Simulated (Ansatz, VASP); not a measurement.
**One calculation of BeTe, two programs**

```
CELL_PARAMETERS angstrom
0.00000 2.83146 2.83146
2.83146 0.00000 2.83146
2.83146 2.83146 0.00000
ATOMIC_POSITIONS crystal
Be 0.00000 0.00000 0.00000
Te 0.25000 0.25000 0.25000
```

Alike in both runs: task relaxation of cell and atoms; functional PBEsol; k mesh 8 × 8 × 8; occupations gaussian, width 0.02 eV; no spin polarisation.

|  | VASP | Ansatz |
| --- | --- | --- |
| version | VASP 6.6.1 | Ansatz 0.2.0 |
| potentials or method | VASP PAW PBE potentials, release 64 (Be, Te), cutoff 600 eV | scalar-relativistic, plane waves, PAW |
| valence electrons in the cell | 8 | 18 |

|  | VASP | Ansatz | Ansatz less VASP |
| --- | --- | --- | --- |
| gap on the k mesh at the Fermi level, each at its own relaxed structure (eV) | 1.83 | 1.84 | +0.008 |
| relaxed volume (Å³/atom) | 22.10 | 22.01 | -0.088 |
| relaxed cell length with the largest relative difference (Å) | 3.968 | 3.963 | -0.0053 |

VASP's potentials were made for PBE, not for PBEsol. VASP's potentials hold 8 valence electrons a cell and Ansatz's 18, so a difference there can come from the potentials and not from the codes.

Spin-orbit coupling is off throughout.
